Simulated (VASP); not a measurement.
**NaI: single point with PBEsol**

NaI:

```
Na I
1.0
     0.00000    6.45944    6.45944
     6.45944    0.00000    6.45944
     6.45944    6.45944    0.00000
Na I
8 8
Direct
  0.02248 0.05509 0.89931
  0.01610 0.99502 0.49061
  0.99418 0.54087 0.95400
  0.94709 0.51957 0.53375
  0.49394 0.96182 0.02434
  0.49058 0.95820 0.52965
  0.50276 0.42218 0.07645
  0.48298 0.57669 0.50254
  0.26745 0.25089 0.25677
  0.24629 0.24656 0.75942
  0.23595 0.75571 0.23483
  0.23485 0.73704 0.76754
  0.75408 0.23493 0.24309
  0.77135 0.26075 0.75161
  0.75269 0.76758 0.23598
  0.74637 0.74121 0.74881
```

| Property | Result |
| --- | --- |
| Program | VASP 6.6.1 |
| Task | single point |
| Functional | PBEsol |
| Potentials or basis | VASP PAW PBE potentials, release 64 (Na_pv, I) |
| Cutoff | 520 eV |
| k mesh | 2 × 2 × 2 |
| Occupations | fermi-dirac, width 0.146 eV |
| Spin | no spin polarisation |

| Item | Value |
| --- | --- |
| Pressure | 1.4 GPa |
| Largest force | 1.721 eV/Å |
| Band gap on the k mesh | 3.21 eV |

Forces in eV/Å, atoms in the order of the input:
```
Na   0.164  1.359 -0.638
Na   0.019 -0.276  0.010
Na   0.000  0.385 -0.709
Na  -0.659  0.031  0.645
Na   0.116 -0.219  0.194
Na   0.168 -0.157  0.439
Na   0.098 -0.587  1.089
Na  -0.888 -0.039 -0.258
I   -0.033 -0.252 -1.402
I   -0.002  0.172  0.871
I    0.086  0.204 -0.114
I    0.327  0.085  0.360
I    0.123  0.909  0.239
I   -0.036 -1.526 -0.795
I   -0.081  0.065 -0.002
I    0.599 -0.155  0.073
```

Stress tensor (GPa, compression positive):
```
 0.60 -0.21  0.04
-0.21  1.54  0.57
 0.04  0.57  2.08
```

Levels at points of the mesh, in eV from the valence-band top:
```csv
k point,band 54,band 55,band 56,band 57,band 58,band 59
"(0.00, 0.00, 0.00)",-0.15,-0.08,0.00,3.21,4.18,4.19
"(0.50, 0.00, 0.00)",-0.32,-0.24,-0.15,4.39,4.46,4.94
"(0.00, 0.50, 0.00)",-0.45,-0.21,-0.10,4.27,4.63,4.84
"(0.00, 0.00, 0.50)",-0.51,-0.19,-0.08,4.36,4.59,4.87
"(0.50, 0.50, 0.50)",-0.46,-0.16,-0.08,4.32,4.62,4.92
"(0.50, 0.50, 0.00)",-0.39,-0.37,-0.15,4.83,4.88,5.38
"(0.00, 0.50, 0.50)",-0.43,-0.35,-0.24,4.79,4.94,5.39
"(0.50, 0.00, 0.50)",-0.42,-0.25,-0.17,4.76,4.93,5.28
```

Run time: 5.7 min on 1 thread of Intel(R) Xeon(R) 6975P-C (Granite Rapids), with other jobs on the host, peak memory 0.76 GiB.

Caveat: the k points lie up to 0.42 Å⁻¹ apart; the PAW data sets were made with another functional, which shifts forces and pressure a little; spin-orbit coupling is left out, which moves the levels of the heavy elements.
